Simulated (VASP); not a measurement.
Set up this calculation in VASP 6.6.1, as the native input.

```
Task                   : single point
Functional             : LDA
Potentials or basis    : VASP PAW LDA potentials, release 64 (Hf_pv)
Cutoff                 : 520 eV
k mesh                 : 20 × 20 × 20
Occupations            : gaussian, width 0.15 eV
Spin                   : no spin polarisation
Dipole correction      : no
Further INCAR settings : ALGO = Fast; EDIFF = 1e-07; NBANDS = 11
```

The structure of Hf lies in POSCAR:

```
Hf
1.0
    0.0000000000      2.4481300288      1.7976618802
    2.4481300288      0.0000000000      1.7976618802
    2.4481300288      2.4481300288      0.0000000000
Hf
1
Direct
    0.0000000000      0.0000000000      0.0000000000
```

One way to write it, as run:

INCAR

```
PREC = Accurate
ENCUT = 520
EDIFF = 1E-7
ISMEAR = 0
SIGMA = 0.15
LREAL = False
LASPH = True
NELM = 100
ALGO = Fast
ISIF = 2
LWAVE = False
LCHARG = False
NBANDS = 11
```

KPOINTS

```
Automatic mesh
0
Gamma
  20 20 20
```

Potentials or basis: VASP PAW LDA potentials, release 64 (Hf_pv).

Run with:

```console
$ cat potpaw_LDA.64/Hf_pv/POTCAR > POTCAR
$ mpirun -np 1 vasp_std > vasp.out
```

Results of the run:

| Item | Value |
| --- | --- |
| Pressure | -5.4 GPa |
| Band gap on the k mesh | zero (bands 5 and 6 overlap by 2.14 eV) |

Caveat: the cell stands under tension; spin-orbit coupling is left out, which moves the levels of the heavy elements.

Run time: 2.4 min on 1 thread of Intel(R) Xeon(R) Platinum 8259CL CPU @ 2.50GHz (Skylake/Cascade Lake) (shared host), peak memory 0.26 GiB.
